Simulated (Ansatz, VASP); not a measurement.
Two plane-wave programs on Ir

```
Ir
1.0
     0.00000    2.86021    2.86021
     2.86021    0.00000    2.86021
     2.86021    2.86021    0.00000
Ir
2
Cartesian
  0.7151 0.7151 0.7151
  5.0054 5.0054 5.0054
```

Alike in both runs: task single point; functional PBEsol; k mesh 11 × 11 × 11; occupations fermi-dirac, width 0.1 eV; no spin polarisation.

|  | VASP | Ansatz |
| --- | --- | --- |
| version | VASP 6.6.1 | Ansatz 0.2.0 |
| potentials or method | VASP PAW PBE potentials, release 64 (Ir), cutoff 520 eV | plane waves (420 eV) with PAW, scalar-relativistic |
| valence electrons in the cell | 18 | 34 |

```csv
,VASP,Ansatz,Ansatz less VASP
pressure (GPa),-17.6,-17.6,-0.01
```

VASP's potentials were made for PBE, not for PBEsol, and Ansatz warns of the same on its side. With one functional, cell and mesh, what is left measures potentials, basis and numerics. VASP's potentials hold 18 valence electrons a cell and Ansatz's 34, so a difference there can come from the potentials and not from the codes.

Neither program's run includes spin-orbit coupling.
